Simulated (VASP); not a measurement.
YbSe2: single point with PBE

YbSe2:

```
Yb Se
1.0
     0.00000    3.45345    3.45345
     3.45345    0.00000    3.45345
     3.45345    3.45345    0.00000
Yb Se
1 2
Cartesian
  0.0000 0.0000 0.0000
  1.7267 1.7267 1.7267
  5.1802 5.1802 5.1802
```

| Quantity | Value |
| --- | --- |
| Program | VASP 6.6.1 |
| Task | single point |
| Functional | PBE |
| Potentials or basis | VASP PAW PBE potentials, release 64 (Yb, Se) |
| Cutoff | 520 eV |
| k mesh | 10 × 10 × 10 |
| Occupations | gaussian, width 0.05 eV |
| Spin | collinear spin |
| Starting moments | [0.05, 0.0, 0.0] μB |
| Dipole correction | no |
| Further INCAR settings | ALGO = Normal; EDIFF = 1e-06; NBANDS = 29 |

| Item | Value |
| --- | --- |
| Pressure | -0.1 GPa |
| Net moment | 0.12 μB per cell |
| Site moments | Yb +0.07; Se +0.01 μB |
| Valence electrons inside the program's atomic spheres | Yb 21.98; Se 3.79 |

Levels at points of the mesh, in eV from the Fermi level:
Spin up:
| k point | band 14 | band 15 | band 16 | band 17 | band 18 | band 19 | band 20 | band 21 | band 22 | band 23 |
| --- | --- | --- | --- | --- | --- | --- | --- | --- | --- | --- |
| (0.00, 0.00, 0.00) | -0.42 | -0.42 | -0.42 | 0.39 | 0.39 | 0.39 | 3.45 | 3.45 | 3.97 | 6.00 |
| (0.50, 0.00, 0.00) | -0.42 | -0.42 | -0.42 | -0.32 | -0.28 | -0.28 | 4.14 | 4.14 | 5.37 | 6.88 |
| (0.50, 0.50, 0.00) | -0.39 | -0.38 | -0.38 | -0.08 | -0.08 | 1.24 | 2.47 | 4.93 | 5.27 | 6.11 |
Spin down:
| k point | band 14 | band 15 | band 16 | band 17 | band 18 | band 19 | band 20 | band 21 | band 22 | band 23 |
| --- | --- | --- | --- | --- | --- | --- | --- | --- | --- | --- |
| (0.00, 0.00, 0.00) | -0.38 | -0.38 | -0.34 | 0.42 | 0.42 | 0.42 | 3.45 | 3.45 | 3.98 | 6.01 |
| (0.50, 0.00, 0.00) | -0.37 | -0.37 | -0.36 | -0.24 | -0.23 | -0.23 | 4.15 | 4.15 | 5.38 | 6.89 |
| (0.50, 0.50, 0.00) | -0.33 | -0.33 | -0.33 | -0.06 | -0.06 | 1.27 | 2.47 | 4.94 | 5.28 | 6.13 |

Wall time 10 min on 1 thread of Intel(R) Xeon(R) 6975P-C (Granite Rapids) (shared host), peak memory 0.39 GiB.

Caveat: spin-orbit coupling is left out, which moves the levels of the heavy elements. With open d or f shells a metallic result of PBE can be an artefact of self-interaction; +U or a hybrid may open a gap.
